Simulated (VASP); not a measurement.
# BeGa3 (I4/mmm) in VASP: settings compared, part 2 of 2

VASP 6.6.1.

### 3 Relaxation of the atoms, LDA

INCAR reads:

```
SYSTEM = BeGa3
PREC = Accurate
ENCUT = 520
EDIFF = 1E-7
ISMEAR = -1
SIGMA = 0.1
LREAL = .FALSE.
LASPH = .TRUE.
NELM = 120
ALGO = Normal
ISIF = 2
LWAVE = .FALSE.
LCHARG = .FALSE.
IBRION = 2
NSW = 50
EDIFFG = -0.004
GGA_COMPAT = .FALSE.
NELMIN = 4
```

KPOINTS reads:

```
Automatic mesh
0
G
  1 1 1
  0 0 0
```

POSCAR reads:

```
BeGa3
1.0
   -2.0436200000      2.0436200000      3.7906850000
    2.0436200000     -2.0436200000      3.7906850000
    2.0436200000      2.0436200000     -3.7906850000
Be Ga
1 3
Direct
    0.0000000000      0.0000000000      0.0000000000
    0.7500000000      0.2500000000      0.5000000000
    0.2500000000      0.7500000000      0.5000000000
    0.5000000000      0.5000000000      0.0000000000
```

Potentials or basis: VASP PAW LDA potentials, release 64 (Be, Ga_d).

Started as:

```console
cat potpaw_LDA.64/Be/POTCAR potpaw_LDA.64/Ga_d/POTCAR > POTCAR
mpirun -np 1 vasp_gam > vasp.out
```

OUTCAR:

```text
SYSTEM = BeGa3
   PREC = Accurate
   ENCUT = 520
   EDIFF = 1E-7
   ISMEAR = -1
   LREAL = .FALSE.
   LASPH = .TRUE.
   NELM = 120
   ISIF = 2
   IBRION = 2
   NSW = 50
   EDIFFG = -0.004
   NELMIN = 4

 ion  position               nearest neighbor table
   1  0.000  0.000  0.000-
   2  0.750  0.250  0.500-   4 2.79   4 2.79   4 2.79   4 2.79   3 2.89   3 2.89   3 2.89   3 2.89

   3  0.250  0.750  0.500-   4 2.79   4 2.79   4 2.79   4 2.79   2 2.89   2 2.89   2 2.89   2 2.89

   4  0.500  0.500  0.000-   3 2.79   2 2.79   3 2.79   2 2.79   2 2.79   3 2.79   2 2.79   3 2.79

  LATTYP: Found a body centered tetragonal cell.
 ALAT       =     4.0872400000
 C/A-ratio  =     1.8548874057

  Lattice vectors:

 A1 = (  -2.0436200000,   2.0436200000,   3.7906850000)
 A2 = (   2.0436200000,  -2.0436200000,   3.7906850000)
 A3 = (   2.0436200000,   2.0436200000,  -3.7906850000)

Analysis of symmetry for initial positions (statically):
=====================================================================
 Subroutine PRICEL returns:
 Original cell was already a primitive cell.

 Routine SETGRP: Setting up the symmetry group for a
 body centered tetragonal supercell.

 Subroutine GETGRP returns: Found 16 space group operations
 (whereof 16 operations were pure point group operations)
 out of a pool of 16 trial point group operations.

The static configuration has the point symmetry D_4h.

Analysis of symmetry for dynamics (positions and initial velocities):
=====================================================================
 Subroutine PRICEL returns:
 Original cell was already a primitive cell.

 Routine SETGRP: Setting up the symmetry group for a
 body centered tetragonal supercell.

 Subroutine GETGRP returns: Found 16 space group operations
 (whereof 16 operations were pure point group operations)
 out of a pool of 16 trial point group operations.

The dynamic configuration has the point symmetry D_4h.

 Subroutine INISYM returns: Found 16 space group operations
 (whereof 16 operations are pure point group operations),
 and found     1 'primitive' translations

----------------------------------------------------------------------------------------

                                     Primitive cell

  volume of cell :      63.3254

  direct lattice vectors                    reciprocal lattice vectors
    -2.043620000  2.043620000  3.790685000     0.000000000  0.244663881  0.131902282
     2.043620000 -2.043620000  3.790685000     0.244663881  0.000000000  0.131902282
     2.043620000  2.043620000 -3.790685000     0.244663881  0.244663881  0.000000000

  length of vectors
     4.766766008  4.766766008  4.766766008     0.277954360  0.277954360  0.346006978

  position of ions in fractional coordinates (direct lattice)
     0.000000000  0.000000000  0.000000000
     0.750000000  0.250000000  0.500000000
     0.250000000  0.750000000  0.500000000
     0.500000000  0.500000000  0.000000000

  ion indices of the primitive-cell ions
   primitive index   ion index
                 1           1
                 2           2
                 3           3
                 4           4

----------------------------------------------------------------------------------------

 KPOINTS: Automatic mesh

Automatic generation of k-mesh.
 Grid dimensions read from file:
 generate k-points for:    1    1    1

 Generating k-lattice:

  Cartesian coordinates                     Fractional coordinates (reciprocal lattice)
     0.000000000  0.244663881  0.131902282     1.000000000 -0.000000000  0.000000000
     0.244663881  0.000000000  0.131902282    -0.000000000  1.000000000  0.000000000
     0.244663881  0.244663881  0.000000000     0.000000000  0.000000000  1.000000000

  Length of vectors
     0.277954360  0.277954360  0.346006978

  Shift w.r.t. Gamma in fractional coordinates (k-lattice)
     0.000000000  0.000000000  0.000000000

 Subroutine IBZKPT returns following result:
 ===========================================

 Found      1 irreducible k-points:

 Following reciprocal coordinates:
            Coordinates               Weight
  0.000000  0.000000  0.000000      1.000000
   k-points           NKPTS =      1   k-points in BZ     NKDIM =      1   number of bands    NBANDS=     24
   number of dos      NEDOS =    301   number of ions     NIONS =      4
   total plane-waves  NPLWV =  46656
   dimension x,y,z NGX =    36 NGY =   36 NGZ =   36
   dimension x,y,z NGXF=    72 NGYF=   72 NGZF=   72
   ions per type =               1   3
   NGX,Y,Z   is equivalent  to a cutoff of  12.56, 12.56, 12.56 a.u.
   NGXF,Y,Z  is equivalent  to a cutoff of  25.11, 25.11, 25.11 a.u.
 SYSTEM =  BeGa3
   PREC   = accura    normal or accurate (medium, high low for compatibility)
   ISTART =      0    job   : 0-new  1-cont  2-samecut
   ICHARG =      2    charge: 1-file 2-atom 10-const
   ISPIN  =      1    spin polarized calculation?
   LNONCOLLINEAR =      F non collinear calculations
   LSORBIT =      F    spin-orbit coupling
   LASPH  =      T    aspherical Exc in radial PAW
   ENCUT  =  520.0 eV  38.22 Ry    6.18 a.u.   8.86  8.86  8.86*2*pi/ulx,y,z
   NELM   =    120;   NELMIN=  4; NELMDL= -5     # of ELM steps
   EDIFF  = 0.1E-06   stopping-criterion for ELM
   LREAL  =      F    real-space projection
   EDIFFG = -.4E-02   stopping-criterion for IOM
   NSW    =     50    number of steps for IOM
   IBRION =      2    ionic relax: 0-MD 1-quasi-New 2-CG
   NFREE  =      1    steps in history (QN), initial steepest desc. (CG)
   ISIF   =      2    stress and relaxation
   ISYM   =      2    0-nonsym 1-usesym 2-fastsym
   POTIM  = 0.5000    time-step for ionic-motion
   TEBEG  =    0.0;   TEEND  =   0.0 temperature during run
   PSTRESS=    0.0 pullay stress
   NELECT =      41.0000    total number of electrons
   NUPDOWN=      -1.0000    fix difference up-down
   EMIN   =  10.00;   EMAX   =-10.00  energy-range for DOS
   EFERMI =   0.00;   METHOD = LEGACY
   ISMEAR =    -1;   SIGMA  =   0.10  broadening in eV -4-tet -1-fermi 0-gaus
   EFERMI_NEDOS =   21; number of points for ismear=-14 and -15
   IALGO  =     38    algorithm
   IMIX   =      4    mixing-type and parameters
     AMIX     =   0.40;   BMIX     =  1.00
     AMIX_MAG =   1.60;   BMIX_MAG =  1.00
  volume/ion in A,a.u.               =      15.83       106.84
  Fermi-wavevector in a.u.,A,eV,Ry     =   1.416262  2.676346 27.290521  2.005797
  Thomas-Fermi vector in A             =   2.537614
   LORBIT       =      0    0 simple, 1 ext, 2 COOP (PROOUT), +10 PAW based schemes
   GGA     = CA    functional components
   LHFCALC =     F    Hartree Fock is set to
   AEXX    =    0.0000 exact exchange contribution
   IVDW    =     0    specifies the selected vdW correction
   LEPSILON=     F    determine dielectric tensor
   LRPA    =     F    only Hartree local field effects (RPA)
 conjugate gradient relaxation of ions
 non-spin polarized calculation
  energy-cutoff  :      520.00
  volume of cell :       63.33
 maximum number of plane-waves:       840
 NGX is ok and might be reduce to    36
   NGX = 17   NGY = 17   NGZ = 17

 number of electron      40.9999980 magnetization

 Free energy of the ion-electron system (eV)
  ---------------------------------------------------
  ext. energy  EPLUGINS =         0.00000000
  ---------------------------------------------------
  free energy    TOTEN  =         6.12523792 eV

  energy without entropy =        6.69780727  energy(sigma->0) =        6.41152260

 E-fermi :   5.8277     XC(G=0): -11.2215

 val. band max:        5.4893049474   @ k =   0.0000   0.0000   0.0000
 cond. band min:       5.8574141685   @ k =   0.0000   0.0000   0.0000
 fundamental gap:      0.3681092211
 Fermi energy:         5.8277400770

 k-point     1 :       0.0000    0.0000    0.0000
  band No.  band energies     occupation
      1      -8.5530      2.00000
      2      -8.5033      2.00000
      3      -8.5023      2.00000
      4      -8.5023      2.00000
      5      -8.4066      2.00000
      6      -8.3852      2.00000
[... 16 lines left out ...]
     23       5.8914      0.69189
     24       7.1366      0.00000

------------------------ aborting loop because EDIFF is reached ----------------------------------------

  FORCE on cell =-STRESS in cart. coord.  units (eV):
  Direction    XX          YY          ZZ          XY          YZ          ZX
  --------------------------------------------------------------------------------------
  -------------------------------------------------------------------------------------
  Total        7.2366343      7.2366343     52.1383151      0.0000000     -0.0000000      0.0000000
  in kB      183.0919434    183.0919434   1319.1360780      0.0000000     -0.0000000      0.0000000
  external PRESSURE =     561.7733216 kB  Pullay stress =       0.0000000 kB

 VOLUME and BASIS-vectors are now :
 -----------------------------------------------------------------------------
  energy-cutoff  :      520.00
  volume of cell :       63.33
      direct lattice vectors                 reciprocal lattice vectors
    -2.043620000  2.043620000  3.790685000     0.000000000  0.244663881  0.131902282
     2.043620000 -2.043620000  3.790685000     0.244663881  0.000000000  0.131902282
     2.043620000  2.043620000 -3.790685000     0.244663881  0.244663881  0.000000000

 POSITION                                       TOTAL-FORCE (eV/Angst)
 -----------------------------------------------------------------------------------
      0.00000      0.00000      0.00000         0.000000      0.000000      0.000000
      0.00000      2.04362      1.89534        -0.000000     -0.000000     -0.000000
      2.04362      0.00000      1.89534         0.000000     -0.000000      0.000000
      0.00000      0.00000      3.79068         0.000000      0.000000      0.000000
 -----------------------------------------------------------------------------------
    total drift:                               -0.000000      0.000000      0.000000

  FREE ENERGIE OF THE ION-ELECTRON SYSTEM (eV)
  ---------------------------------------------------
  free  energy   TOTEN  =         6.1252379194 eV

  energy  without entropy=        6.6978072739  energy(sigma->0) =        6.41152260

 reached required accuracy - stopping structural energy minimisation
```

Run time: 10 s. Hardware: 1 thread of AMD EPYC 7R13, shared host; peak memory 0.16 GiB.

What came out:

```
Free energy             : 6.1252 eV
Pressure after relaxing : 56.2 GPa
Band gap on the k mesh  : zero (an odd number of electrons rules out a gap without spin polarisation)
```

Stress tensor (GPa, compression positive):
```
 18.31   0.00   0.00
  0.00  18.31   0.00
  0.00   0.00 131.91
```

Final structure:
```
Be Ga
1.0
    -2.04362    2.04362    3.79068
     2.04362   -2.04362    3.79068
     2.04362    2.04362   -3.79068
Be Ga
1 3
Direct
  0.00000 0.00000 0.00000
  0.75000 0.25000 0.50000
  0.25000 0.75000 0.50000
  0.50000 0.50000 0.00000
```

Caveat: the k points lie up to 1.75 Å⁻¹ apart, too coarse for converged energies and pressures of a metal.

### 4 Single point, LDA, collinear spin

INCAR reads:

```
SYSTEM = BeGa3
PREC = Accurate
ENCUT = 600
EDIFF = 1E-6
ISMEAR = 0
SIGMA = 0.1
LREAL = .FALSE.
LASPH = .TRUE.
NELM = 200
ALGO = Normal
ISIF = 2
LWAVE = .FALSE.
LCHARG = .TRUE.
ISPIN = 2
MAGMOM = 0 0 1 0
LORBIT = 11
GGA = CA
LELF = .TRUE.
LVHAR = .TRUE.
NBANDS = 32
GGA_COMPAT = .FALSE.
```

KPOINTS reads:

```
Automatic mesh
0
G
  3 3 3
  0 0 0
```

POSCAR is that of step 3.

Started as:

```console
cat potpaw_LDA.64/Be/POTCAR potpaw_LDA.64/Ga_d/POTCAR > POTCAR
mpirun -np 1 vasp_std > vasp.out
```

Run time: 68 s. Hardware: 1 thread of AMD EPYC 7R13, shared host; peak memory 0.22 GiB.

It converged, with:

```yaml
Free_energy: -13.7061 eV
Pressure: -3.9 GPa
Net_moment: 0.00 μB per cell
Valence_electrons_inside_the_program's_atomic_spheres: Be 0.77; Ga 11.62, 11.63 (each value once)
```

Stress tensor (GPa, compression positive):
```
  3.12   0.00   0.00
  0.00   3.12   0.00
  0.00   0.00 -18.09
```

Levels at points of the mesh, in eV from the Fermi level:
Spin up:
```
           k point  band 18  band 19  band 20  band 21  band 22  band 23  band 24  band 25
(0.00, 0.00, 0.00)    -1.16    -0.94    -0.42    -0.42    -0.17    -0.17     1.11     1.14
```
Spin down:
| k point | band 17 | band 18 | band 19 | band 20 | band 21 | band 22 | band 23 | band 24 | band 25 | band 26 |
| --- | --- | --- | --- | --- | --- | --- | --- | --- | --- | --- |
| (0.00, 0.00, 0.00) | -2.11 | -1.16 | -0.94 | -0.42 | -0.42 | -0.17 | -0.17 | 1.11 | 1.14 | 1.63 |

Caveat: the k points lie up to 0.58 Å⁻¹ apart.

### 5 The runs side by side

| task | level | potentials or basis | spin | cell | k mesh | cutoff (eV) | smearing | gap on the mesh (eV) | pressure (GPa) |
| --- | --- | --- | --- | --- | --- | --- | --- | --- | --- |
| single point | PBE | VASP PAW PBE potentials, release 64 (Be, Ga_d) | off | as given | 4 × 4 × 4, shifted | 600 | gaussian 0.1 eV | none | -0.1 |
| relaxation of the atoms | LDA | VASP PAW LDA potentials, release 64 (Be, Ga_d) | off | atoms relaxed | 1 × 1 × 1 | 520 | fermi-dirac 0.1 eV | none | 56.2 |
| single point | LDA | VASP PAW LDA potentials, release 64 (Be, Ga_d) | collinear | as given | 3 × 3 × 3 | 600 | gaussian 0.1 eV | none | -3.9 |

Caveats: some runs use coarse meshes.

Total energies depend on the potentials used, so only differences within one code and one set of settings carry meaning.

The gap in the log of VASP goes by the Fermi energy; the results here count the filled bands.